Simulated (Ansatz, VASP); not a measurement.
# Two plane-wave programs on Be

File INCAR:

```
SYSTEM = Be
PREC = Accurate ; ENCUT = 600
EDIFF = 1E-6 ; ISMEAR = -1
SIGMA = 0.1 ; LREAL = .FALSE.
LASPH = .TRUE. ; NELM = 80
ALGO = Normal ; ISIF = 3
LWAVE = .FALSE. ; LCHARG = .FALSE.
GGA = RE ; IBRION = 2
NSW = 80 ; EDIFFG = -0.01
```

KPOINTS

```
regular mesh
0
G
  17 17 17
  0 0 0
```

POSCAR

```
Be
1.0
    0.0000000000      1.5948182637      1.5948182637
    1.5948182637      0.0000000000      1.5948182637
    1.5948182637      1.5948182637      0.0000000000
Be
1
Direct
    0.0000000000      0.0000000000      0.0000000000
```

Input for Ansatz:

```yaml
crystal:
  lattice:
    - [0.0, 1.5948182637, 1.5948182637]
    - [1.5948182637, 0.0, 1.5948182637]
    - [1.5948182637, 1.5948182637, 0.0]
  atoms:
    - { symbol: Be, position: [0.0, 0.0, 0.0] }
hamiltonian:
  xc: revpbe
  pseudopotentials:
    kind: paw
    azcp:
      Be: "pseudopotentials/Be.paw.azcp"
basis:
  ecutwfc: 420
  fft_grid_basis: typed
kpoints:
  mp_grid: { grid: [17, 17, 17], shift: [0, 0, 0] }
magnetization:
  spin_polarized: false
scf:
  occupations: { method: fermi_dirac, width: 0.1 }
relax:
  max_steps: 60
  f_tol: 0.01
  cell: {}
```

Alike in both runs: task relaxation of cell and atoms; functional revPBE; k mesh 17 × 17 × 17; occupations fermi-dirac, width 0.1 eV; no spin polarisation.

|  | VASP | Ansatz |
| --- | --- | --- |
| version | VASP 6.6.1 | Ansatz 0.2.0 |
| potentials or method | VASP PAW PBE potentials, release 64 (Be), cutoff 600 eV | plane waves (420 eV) with PAW, scalar-relativistic |
| valence electrons in the cell | 2 | 2 |

|  | VASP | Ansatz | Ansatz less VASP |
| --- | --- | --- | --- |
| relaxed volume (Å³/atom) | 8.07 | 8.06 | -0.012 |
| relaxed cell length with the largest relative difference (Å) | 2.252 | 2.251 | -0.0011 |

VASP's potentials were made for PBE, not for revPBE.
